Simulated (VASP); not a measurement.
# Fe (Fmmm) in VASP: further runs

The runs below take Fe through single point, with LDA.

Everything below comes from runs of VASP 6.6.1. Logs are shortened: lines on timing, memory, paths and dates and some standing lists are left out, and cuts for length are marked.

## Step 1: The cell of the first run

It takes space group Fmmm (No. 69, orthorhombic). The conventional cell has a = 2.937 Å, b = 3.806 Å, c = 3.930 Å, α = 90.00°, β = 90.00°, γ = 90.00°. Within 3.2 Å of Fe (site symmetry mmm) lie 14 Fe at 2.40 to 2.94 Å.

## Step 2: Single point, LDA, collinear spin, ferromagnetic start (equal xx and yy strain of -2 %)

File INCAR:

```
SYSTEM = Fe
PREC     = Accurate       ! precision mode
ENCUT    = 520            ! plane-wave cutoff, eV
EDIFF    = 1E-7           ! SCF threshold, eV
ISMEAR   = -1             ! smearing method
SIGMA    = 0.05           ! smearing width, eV
LREAL    = .FALSE.        ! projectors in reciprocal space
LASPH    = .TRUE.         ! aspherical terms in the spheres
NELM     = 150            ! most SCF steps
ALGO     = Normal         ! electronic algorithm
ISIF     = 2              ! what is computed and relaxed
LWAVE    = .FALSE.        ! write WAVECAR
LCHARG   = .TRUE.         ! write CHGCAR
ISPIN    = 2              ! spin polarisation
MAGMOM   = 3              ! initial moments
LORBIT   = 11             ! projections on sites
LMAXMIX  = 4              ! l up to which the mixer works
GGA      = CA             ! functional
LELF     = .TRUE.         ! ELF
LVHAR    = .TRUE.       
NBANDS   = 14             ! bands
```

File KPOINTS:

```
regular mesh
0
G
  16 16 16
  0 0 0
```

File POSCAR:

```
Fe
1.0
    0.0000000000      1.9029048968      1.9651051623
    1.4684709157      0.0000000000      1.9651051623
    1.4684709157      1.9029048968      0.0000000000
Fe
1
Direct
    0.0000000000      0.0000000000      0.0000000000
```

Potentials or basis: VASP PAW LDA potentials, release 64 (Fe).

The run is started by

```sh
$ cat potpaw_LDA.64/Fe/POTCAR > POTCAR
$ mpirun -np 1 vasp_std > vasp.out
```

OUTCAR:

```text
SYSTEM = Fe
   PREC = Accurate
   ENCUT = 520
   EDIFF = 1E-7
   ISMEAR = -1
   LREAL = .FALSE.
   LASPH = .TRUE.
   NELM = 150
   ISIF = 2
   ISPIN = 2
   LORBIT = 11
   GGA = CA

 ion  position               nearest neighbor table
   1  0.000  0.000  0.000-

  LATTYP: Found a face centered orthorhombic cell.
 ALAT       =     2.9369418314
 B/A-ratio  =     1.2958410524
 C/A-ratio  =     1.3381982178

  Lattice vectors:

 A1 = (   0.0000000000,   1.9029048968,   1.9651051623)
 A2 = (   1.4684709157,   0.0000000000,   1.9651051623)
 A3 = (   1.4684709157,   1.9029048968,   0.0000000000)

Analysis of symmetry for initial positions (statically):
=====================================================================
 Subroutine PRICEL returns:
 Original cell was already a primitive cell.

 Routine SETGRP: Setting up the symmetry group for a
 face centered orthorhombic supercell.

 Subroutine GETGRP returns: Found  8 space group operations
 (whereof  8 operations were pure point group operations)
 out of a pool of  8 trial point group operations.

The static configuration has the point symmetry D_2h.

Analysis of symmetry for dynamics (positions and initial velocities):
=====================================================================
 Subroutine PRICEL returns:
 Original cell was already a primitive cell.

 Routine SETGRP: Setting up the symmetry group for a
 face centered orthorhombic supercell.

 Subroutine GETGRP returns: Found  8 space group operations
 (whereof  8 operations were pure point group operations)
 out of a pool of  8 trial point group operations.

The dynamic configuration has the point symmetry D_2h.

Analysis of structural, dynamic, and magnetic symmetry:
=====================================================================
 Subroutine PRICEL returns:
 Original cell was already a primitive cell.

 Routine SETGRP: Setting up the symmetry group for a
 face centered orthorhombic supercell.

 Subroutine GETGRP returns: Found  8 space group operations
 (whereof  8 operations were pure point group operations)
 out of a pool of  8 trial point group operations.

The overall configuration has the point symmetry D_2h.

 Subroutine INISYM returns: Found  8 space group operations
 (whereof  8 operations are pure point group operations),
 and found     1 'primitive' translations

----------------------------------------------------------------------------------------

                                     Primitive cell

  volume of cell :      10.9824

  direct lattice vectors                    reciprocal lattice vectors
     0.000000000  1.902904897  1.965105162    -0.340490230  0.262756169  0.254439309
     1.468470916  0.000000000  1.965105162     0.340490230 -0.262756169  0.254439309
     1.468470916  1.902904897  0.000000000     0.340490230  0.262756169 -0.254439309

  length of vectors
     2.735449752  2.453170424  2.403633474     0.499713681  0.499713681  0.499713681

  position of ions in fractional coordinates (direct lattice)
     0.000000000  0.000000000  0.000000000

  ion indices of the primitive-cell ions
   primitive index   ion index
                 1           1

----------------------------------------------------------------------------------------

 KPOINTS: regular mesh

Automatic generation of k-mesh.
 Grid dimensions read from file:
 generate k-points for:   16   16   16

 Generating k-lattice:

  Cartesian coordinates                     Fractional coordinates (reciprocal lattice)
    -0.021280639  0.016422261  0.015902457     0.062500000  0.000000000  0.000000000
     0.021280639 -0.016422261  0.015902457     0.000000000  0.062500000 -0.000000000
     0.021280639  0.016422261 -0.015902457    -0.000000000 -0.000000000  0.062500000

  Length of vectors
     0.031232105  0.031232105  0.031232105

  Shift w.r.t. Gamma in fractional coordinates (k-lattice)
     0.000000000  0.000000000  0.000000000

 Subroutine IBZKPT returns following result:
 ===========================================

 Found    621 irreducible k-points:

 Following reciprocal coordinates:
            Coordinates               Weight
  0.000000  0.000000  0.000000      1.000000
  0.062500 -0.000000 -0.000000      8.000000
  0.125000 -0.000000 -0.000000      8.000000
  0.187500  0.000000 -0.000000      8.000000
  0.250000 -0.000000 -0.000000      8.000000
  0.312500  0.000000 -0.000000      8.000000
[... 16 lines left out ...]
 -0.125000  0.062500  0.000000      8.000000
 -0.062500  0.062500  0.000000      4.000000
 [... further k-points ...]
   k-points           NKPTS =    621   k-points in BZ     NKDIM =    621   number of bands    NBANDS=     14
   number of dos      NEDOS =    301   number of ions     NIONS =      1
   total plane-waves  NPLWV =   6480
   dimension x,y,z NGX =    20 NGY =   18 NGZ =   18
   dimension x,y,z NGXF=    40 NGYF=   36 NGZF=   36
   ions per type =               1
   NGX,Y,Z   is equivalent  to a cutoff of  12.15, 12.20, 12.45 a.u.
   NGXF,Y,Z  is equivalent  to a cutoff of  24.31, 24.40, 24.90 a.u.
 SYSTEM =  Fe
   PREC   = accura    normal or accurate (medium, high low for compatibility)
   ISTART =      0    job   : 0-new  1-cont  2-samecut
   ICHARG =      2    charge: 1-file 2-atom 10-const
   ISPIN  =      2    spin polarized calculation?
   LNONCOLLINEAR =      F non collinear calculations
   LSORBIT =      F    spin-orbit coupling
   LASPH  =      T    aspherical Exc in radial PAW
   ENCUT  =  520.0 eV  38.22 Ry    6.18 a.u.   5.09  4.56  4.47*2*pi/ulx,y,z
   NELM   =    150;   NELMIN=  2; NELMDL= -5     # of ELM steps
   EDIFF  = 0.1E-06   stopping-criterion for ELM
   LREAL  =      F    real-space projection
   EDIFFG = 0.1E-05   stopping-criterion for IOM
   NSW    =      0    number of steps for IOM
   IBRION =     -1    ionic relax: 0-MD 1-quasi-New 2-CG
   NFREE  =      0    steps in history (QN), initial steepest desc. (CG)
   ISIF   =      2    stress and relaxation
   ISYM   =      2    0-nonsym 1-usesym 2-fastsym
   POTIM  = 0.5000    time-step for ionic-motion
   TEBEG  =    0.0;   TEEND  =   0.0 temperature during run
   PSTRESS=    0.0 pullay stress
   NELECT =       8.0000    total number of electrons
   NUPDOWN=      -1.0000    fix difference up-down
   EMIN   =  10.00;   EMAX   =-10.00  energy-range for DOS
   EFERMI =   0.00;   METHOD = LEGACY
   ISMEAR =    -1;   SIGMA  =   0.05  broadening in eV -4-tet -1-fermi 0-gaus
   EFERMI_NEDOS =   21; number of points for ismear=-14 and -15
   IALGO  =     38    algorithm
   IMIX   =      4    mixing-type and parameters
     AMIX     =   0.40;   BMIX     =  1.00
     AMIX_MAG =   1.60;   BMIX_MAG =  1.00
  volume/ion in A,a.u.               =      10.98        74.11
  Fermi-wavevector in a.u.,A,eV,Ry     =   1.473009  2.783584 29.521318  2.169756
  Thomas-Fermi vector in A             =   2.587954
   LORBIT       =     11    0 simple, 1 ext, 2 COOP (PROOUT), +10 PAW based schemes
   GGA     = CA    functional components
   LHFCALC =     F    Hartree Fock is set to
   AEXX    =    0.0000 exact exchange contribution
   IVDW    =     0    specifies the selected vdW correction
   LEPSILON=     F    determine dielectric tensor
   LRPA    =     F    only Hartree local field effects (RPA)
 spin polarized calculation
  energy-cutoff  :      520.00
  volume of cell :       10.98
 maximum number of plane-waves:       313
   NGX = 11   NGY =  9   NGZ =  9

 number of electron       8.0000004 magnetization       2.0454948

 Free energy of the ion-electron system (eV)
  ---------------------------------------------------
  ext. energy  EPLUGINS =         0.00000000
  ---------------------------------------------------
  free energy    TOTEN  =        -9.18316901 eV

  energy without entropy =       -9.17356987  energy(sigma->0) =       -9.17836944

 E-fermi :   6.0940     XC(G=0): -13.6081

 val. band max:        6.0926618241   @ k =   0.4375   0.1250   0.1250
 cond. band min:       6.0961251391   @ k =  -0.2500   0.3750   0.2500
 fundamental gap:      0.0034633149
 Fermi energy:         6.0940186225

 spin component 1

 k-point     1 :       0.0000    0.0000    0.0000
  band No.  band energies     occupation
      1      -2.6755      1.00000
      2       3.4603      1.00000
      3       3.7482      1.00000
      4       3.9889      1.00000
      5       4.9138      1.00000
      6       5.3100      1.00000
      7      30.2634      0.00000
      8      31.3404      0.00000
      9      32.1116      0.00000
     10      36.2091      0.00000
     11      36.9658      0.00000
     12      37.9448      0.00000
     13      38.0933      0.00000
     14      38.3347      0.00000
[... 375 lines left out ...]
 k-point    24 :      -0.0625    0.0625    0.0000
  band No.  band energies     occupation
      1      -2.1989      1.00000
      2       3.5352      1.00000
      3       3.6870      1.00000
      4       4.1335      1.00000
      5       4.8005      1.00000
      6       5.2623      1.00000
      7      28.3802      0.00000
      8      30.1870      0.00000
      9      31.3260      0.00000
     10      35.2909      0.00000
     11      35.9258      0.00000
     12      37.0694      0.00000
     13      37.6098      0.00000
     14      39.5003      0.00000

 [... further k-points ...]

 spin component 2

 k-point     1 :       0.0000    0.0000    0.0000
  band No.  band energies     occupation
      1      -2.3011      1.00000
      2       5.0583      1.00000
      3       5.4292      1.00000
      4       5.7215      0.99942
      5       7.0117      0.00000
      6       7.5387      0.00000
      7      30.4201      0.00000
      8      31.5062      0.00000
      9      32.3185      0.00000
     10      36.7638      0.00000
     11      37.3685      0.00000
     12      38.7753      0.00000
     13      38.8840      0.00000
     14      39.1316      0.00000
[... 375 lines left out ...]
 k-point    24 :      -0.0625    0.0625    0.0000
  band No.  band energies     occupation
      1      -1.8211      1.00000
      2       5.1383      1.00000
      3       5.3536      1.00000
      4       5.8654      0.98977
      5       6.8704      0.00000
      6       7.4855      0.00000
      7      28.7878      0.00000
      8      30.6015      0.00000
      9      31.5333      0.00000
     10      35.8078      0.00000
     11      36.5982      0.00000
     12      37.7236      0.00000
     13      38.1520      0.00000
     14      40.2823      0.00000

 [... further k-points ...]

------------------------ aborting loop because EDIFF is reached ----------------------------------------

  FORCE on cell =-STRESS in cart. coord.  units (eV):
  Direction    XX          YY          ZZ          XY          YZ          ZX
  --------------------------------------------------------------------------------------
  -------------------------------------------------------------------------------------
  Total       -1.2365300     -0.4544342     -0.8531985      0.0000000      0.0000000      0.0000000
  in kB     -180.3918893    -66.2953985   -124.4693538      0.0000000      0.0000000      0.0000000
  external PRESSURE =    -123.7188805 kB  Pullay stress =       0.0000000 kB

 VOLUME and BASIS-vectors are now :
 -----------------------------------------------------------------------------
  energy-cutoff  :      520.00
  volume of cell :       10.98
      direct lattice vectors                 reciprocal lattice vectors
     0.000000000  1.902904897  1.965105162    -0.340490230  0.262756169  0.254439309
     1.468470916  0.000000000  1.965105162     0.340490230 -0.262756169  0.254439309
     1.468470916  1.902904897  0.000000000     0.340490230  0.262756169 -0.254439309

 POSITION                                       TOTAL-FORCE (eV/Angst)
 -----------------------------------------------------------------------------------
      0.00000      0.00000      0.00000         0.000000     -0.000000      0.000000
 -----------------------------------------------------------------------------------
    total drift:                                0.000000     -0.000000     -0.000000

  FREE ENERGIE OF THE ION-ELECTRON SYSTEM (eV)
  ---------------------------------------------------
  free  energy   TOTEN  =        -9.1831690088 eV

  energy  without entropy=       -9.1735698701  energy(sigma->0) =       -9.17836944

 total charge

# of ion       s       p       d       tot
------------------------------------------
    1        0.503   0.564   6.285   7.353

 magnetization (x)

# of ion       s       p       d       tot
------------------------------------------
    1       -0.010  -0.032   2.059   2.017
```

It used 120 s of CPU time on 1 thread of Intel Xeon 6975P-C, on a shared host.

Results:

| Quantity | Value |
| --- | --- |
| Free energy | -9.1832 eV |
| Pressure | -12.4 GPa |
| Net moment | 2.05 μB per cell |
| Site moments | Fe +2.02 μB |
| Valence electrons inside the program's atomic spheres | Fe 7.35 |

Caveat: the cell differs from its parent crystal (equal xx and yy strain of -2 %).

## Step 3: Single point, LDA, collinear spin, ferromagnetic start (zz strain of +3 %)

File INCAR:

```
SYSTEM = Fe
ALGO = Normal ; EDIFF = 1E-7
ENCUT = 520 ; ISIF = 2
ISMEAR = -1 ; ISPIN = 2
LASPH = .True. ; LCHARG = .True.
LELF = .True. ; LMAXMIX = 4
LORBIT = 11 ; LREAL = .False.
LVHAR = .True. ; LWAVE = .False.
MAGMOM = 3 ; NBANDS = 14
NELM = 150 ; PREC = Accurate
SIGMA = 0.05
```

File KPOINTS:

```
k-points
0
Gamma
  16 16 16
  0 0 0
```

File POSCAR:

```
Fe
1.0
    0.0000000000      1.9417396906      2.0240583172
    1.4984397099      0.0000000000      2.0240583172
    1.4984397099      1.9417396906      0.0000000000
Fe
1
Direct
    0.0000000000      0.0000000000      0.0000000000
```

Potentials or basis: VASP PAW LDA potentials, release 64 (Fe).

The run is started by

```sh
$ cat potpaw_LDA.64/Fe/POTCAR > POTCAR
$ mpirun -np 1 vasp_std > vasp.out
```

It used 110 s of CPU time on 1 thread of Intel Xeon 6975P-C, with other jobs on the host.

Results (log left out):

| Quantity | Value |
| --- | --- |
| Free energy | -9.0936 eV |
| Pressure | -22.7 GPa |
| Net moment | 2.20 μB per cell |
| Site moments | Fe +2.18 μB |
| Valence electrons inside the program's atomic spheres | Fe 7.21 |

Stress tensor (GPa, compression positive):
```
-26.73   0.00   0.00
  0.00 -17.92   0.00
  0.00   0.00 -23.37
```

Levels at points of the mesh, in eV from the Fermi level:
Spin up:
| k point | band 1 | band 2 | band 3 | band 4 | band 5 | band 6 | band 7 | band 8 | band 9 | band 10 |
| --- | --- | --- | --- | --- | --- | --- | --- | --- | --- | --- |
| (0.00, 0.00, 0.00) | -8.33 | -2.49 | -2.16 | -2.02 | -1.13 | -0.79 | 23.63 | 24.44 | 25.34 | 29.02 |
| (0.50, 0.00, 0.00) | -4.74 | -3.12 | -1.18 | -0.69 | 0.26 | 0.31 | 6.81 | 18.17 | 20.49 | 23.25 |
| (0.50, 0.50, 0.00) | -4.78 | -3.60 | -0.63 | -0.53 | 0.30 | 0.43 | 7.03 | 17.40 | 18.58 | 22.30 |
| (0.50, 0.00, 0.50) | -4.76 | -3.50 | -0.75 | -0.72 | 0.51 | 1.17 | 7.95 | 16.65 | 17.76 | 21.57 |
| (0.00, 0.50, 0.50) | -4.66 | -4.50 | -0.03 | 0.01 | 0.30 | 7.91 | 10.38 | 10.41 | 14.41 | 15.99 |
Spin down:
```tsv
k point	band 1	band 2	band 3	band 4	band 5	band 6	band 7	band 8
(0.00, 0.00, 0.00)	-7.95	-0.76	-0.31	-0.14	1.09	1.55	23.78	24.58
(0.50, 0.00, 0.00)	-3.51	-1.44	0.62	1.00	1.61	2.41	8.15	18.49
(0.50, 0.50, 0.00)	-3.53	-2.04	0.80	1.65	1.80	2.41	8.37	17.76
(0.50, 0.00, 0.50)	-3.45	-1.87	1.47	1.55	1.59	2.54	9.26	16.98
(0.00, 0.50, 0.50)	-3.08	-2.90	2.05	2.11	2.31	8.38	10.86	10.87
```

Caveat: the cell differs from its parent crystal (zz strain of +3 %).
